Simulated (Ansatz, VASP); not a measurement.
## Two plane-wave programs on Ti

```
CELL_PARAMETERS angstrom
0.00000 2.87347 2.87347
2.87347 0.00000 2.87347
2.87347 2.87347 0.00000
ATOMIC_POSITIONS crystal
Ti 0.12500 0.12500 0.12500
Ti 0.87500 0.87500 0.87500
```

Alike in both runs: task single point; functional BLYP; k mesh 11 × 11 × 11; occupations fermi-dirac, width 0.1 eV; no spin polarisation.

|  | VASP | Ansatz |
| --- | --- | --- |
| version | VASP 6.6.1 | Ansatz 0.2.0 |
| potentials or method | VASP PAW PBE potentials, release 64 (Ti_sv), cutoff 520 eV | plane waves (420 eV) with PAW, scalar-relativistic |
| valence electrons in the cell | 24 | 24 |

|  | VASP | Ansatz | Ansatz less VASP |
| --- | --- | --- | --- |
| pressure (GPa) | 1.2 | 1.2 | +0.04 |

VASP's potentials were made for PBE, not for BLYP.
